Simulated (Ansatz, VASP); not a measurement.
## Sb in VASP and in Ansatz

The input INCAR:

```
SYSTEM = Sb
  PREC = Accurate
  ENCUT = 520
  EDIFF = 1E-8
  ISMEAR = -1
  SIGMA = 0.03
  LREAL = .False.
  LASPH = .True.
  NELM = 60
  ALGO = Normal
  ISIF = 2
  LWAVE = .False.
  LCHARG = .False.
  GGA = PS
  LEFG = .True.
  NBANDS = 8
```

The input KPOINTS:

```
Automatic mesh
0
Gamma
  14 14 14
  0 0 0
```

POSCAR

```
Sb
1.0
    0.0000000000      2.2589000000      2.3050000000
    2.2589000000      0.0000000000      2.3050000000
    2.2589000000      2.2589000000      0.0000000000
Sb
1
Direct
    0.0000000000      0.0000000000      0.0000000000
```

Input for Ansatz:

```yaml
crystal:
  lattice:
    - [0.0, 2.2589, 2.305]
    - [2.2589, 0.0, 2.305]
    - [2.2589, 2.2589, 0.0]
  atoms:
    - { symbol: Sb, position: [0.0, 0.0, 0.0] }
kpoints:
  mp_grid: { grid: [14, 14, 14] }
scf:
  occupations: { method: fermi_dirac, width: 0.03 }
hamiltonian:
  xc: pbesol
  pseudopotentials: { kind: all_electron, datasets: crystal }
output:
  forces: true
  stress: true
  eigenvalues: true
  efg: { contact_densities: true }
```

Change from the starting cell: equal xx and yy strain of -2 %, crystal datasets.

Alike in both runs: task electric field gradients; functional PBEsol; k mesh 14 × 14 × 14; occupations fermi-dirac, width 0.03 eV; no spin polarisation.

|  | VASP | Ansatz |
| --- | --- | --- |
| version | VASP 6.6.1 | Ansatz 0.2.0 |
| potentials or method | VASP PAW PBE potentials, release 64 (Sb), cutoff 520 eV | all-electron PAW with datasets made for the crystal, scalar-relativistic |

|  | VASP | Ansatz | Ansatz less VASP |
| --- | --- | --- | --- |
| pressure (GPa) | 9.2 | 9.1 | -0.08 |
| traceless stress, the component that is largest in VASP (GPa) | 1.22 | 1.23 | +0.009 |
| size of Vzz on the site where it differs most (V/Å²) | 6.6 | 6.6 | 0.00 |

VASP's potentials were made for PBE, not for PBEsol. Ansatz ran all-electron here, and VASP with PAW potentials.

Spin-orbit coupling is off throughout.
